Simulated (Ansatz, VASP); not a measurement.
# One calculation of Sn3PbO4, two programs

Contents of INCAR:

```
PREC = Accurate
ENCUT = 520
EDIFF = 1E-6
ISMEAR = 0
SIGMA = 0.1
LREAL = F
LASPH = T
NELM = 100
ALGO = Normal
ISIF = 2
LWAVE = F
LCHARG = T
GGA = PE
LELF = T
LVHAR = T
NBANDS = 50
```

KPOINTS

```
regular mesh
0
Gamma
  4 4 4
```

The input POSCAR:

```
Sn3PbO4
1.0
    5.5187092300      0.0000000000      0.0000000000
    0.0000000000      5.5187092300      0.0000000000
    0.0000000000      0.0000000000      4.9729727300
Sn Pb O
3 1 4
Direct
    0.0000000000      0.5000000000      0.2369000000
    0.5000000000      0.0000000000      0.2369000000
    0.0000000000      0.0000000000      0.7631000000
    0.5000000000      0.5000000000      0.7631000000
    0.7500000000      0.2500000000      0.0000000000
    0.2500000000      0.7500000000      0.0000000000
    0.7500000000      0.7500000000      0.0000000000
    0.2500000000      0.2500000000      0.0000000000
```

Input for Ansatz:

```yaml
crystal:
  lattice:
    - [5.51870923, 0.0, 0.0]
    - [0.0, 5.51870923, 0.0]
    - [0.0, 0.0, 4.97297273]
  atoms:
    - { symbol: Sn, position: [0.0, 0.5, 0.2369] }
    - { symbol: Sn, position: [0.5, 0.0, 0.2369] }
    - { symbol: Sn, position: [0.0, 0.0, 0.7631] }
    - { symbol: Pb, position: [0.5, 0.5, 0.7631] }
    - { symbol: O, position: [0.75, 0.25, 0.0] }
    - { symbol: O, position: [0.25, 0.75, 0.0] }
    - { symbol: O, position: [0.75, 0.75, 0.0] }
    - { symbol: O, position: [0.25, 0.25, 0.0] }
basis:
  ecutwfc: 420
kpoints:
  mp_grid: { grid: [4, 4, 4] }
hamiltonian:
  xc: pbe
scf:
  occupations: { method: gaussian, width: 0.1 }
  lower_state_search: "off"
output:
  forces: true
  stress: true
  eigenvalues: true
```

Alike in both runs: task single point; functional PBE; k mesh 4 × 4 × 4; occupations gaussian, width 0.1 eV; no spin polarisation.

```csv
,VASP,Ansatz
version,VASP 6.6.1,Ansatz 0.2.0
potentials or method,"VASP PAW PBE potentials, release 64 (Sn_d, Pb_d, O), cutoff 520 eV","scalar-relativistic, plane waves, PAW"
valence electrons in the cell,80,80
```

```csv
,VASP,Ansatz,Ansatz less VASP
gap on the k mesh at the Fermi level (eV),0.53,0.52,-0.008
least direct gap on the mesh (eV),0.53,0.52,-0.008
pressure (GPa),0.7,0.6,-0.14
"traceless stress, the component that is largest in VASP (GPa)",-0.13,-0.14,-0.015
rms of the force components (eV/Å),0.518,0.522,+0.0035
```

Atom by atom the forces differ by 0.026 eV/Å (rms over components).

Spin-orbit coupling is off throughout.
